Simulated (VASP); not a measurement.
**BP: elastic constants with LDA**

Crystal: BP.

```xyz
2
Lattice="0.0000 2.3085 2.3085 2.3085 0.0000 2.3085 2.3085 2.3085 0.0000" Properties=species:S:1:pos:R:3 pbc="T T T"
B     0.0000    0.0000    0.0000
P     1.1542    1.1542    1.1542
```

```
Program                   : VASP 6.6.1
Task                      : elastic constants
Functional                : LDA
Potentials or basis       : VASP PAW LDA potentials, release 64 (B, P)
Cutoff                    : 600 eV
k mesh                    : 10 × 10 × 10
Occupations               : gaussian, width 0.01 eV
Spin                      : no spin polarisation
Dipole correction         : no
Ions in elastic constants : relaxed
Further INCAR settings    : ALGO = Normal; EDIFF = 1e-08; NBANDS = 11; IBRION = 6; POTIM = 0.015; NSW = 1; ISIF = 3
```

```json
{
 "Elastic constants C11, C12, C44": "309, 53, 165 GPa",
 "Voigt bulk modulus": "138 GPa",
 "Highest phonon frequency at Γ, LO-TO splitting left out": "753 cm⁻¹"
}
```

Phonon frequencies in cm⁻¹ (negative: imaginary):
```tsv
q point	frequencies
(0.000, 0.000, 0.000)	0 0 0 753 753 753
```

Elastic tensor in Voigt notation (GPa, in the Cartesian axes of the cell as first typed):
```
309  53  53   0   0   0
 53 309  53   0   0   0
 53  53 309   0   0   0
  0   0   0 165   0   0
  0   0   0   0 165   0
  0   0   0   0   0 165
```

Clamped-ion elastic tensor (GPa):
```
309  53  53   0   0   0
 53 309  53   0   0   0
 53  53 309   0   0   0
  0   0   0 174   0   0
  0   0   0   0 174   0
  0   0   0   0   0 174
```

Wall time 7.9 min on 1 thread of Intel(R) Xeon(R) Platinum 8488C (Sapphire Rapids) (shared host), peak memory 0.27 GiB.

Caveat: the cell is under stress, which shifts elastic constants.
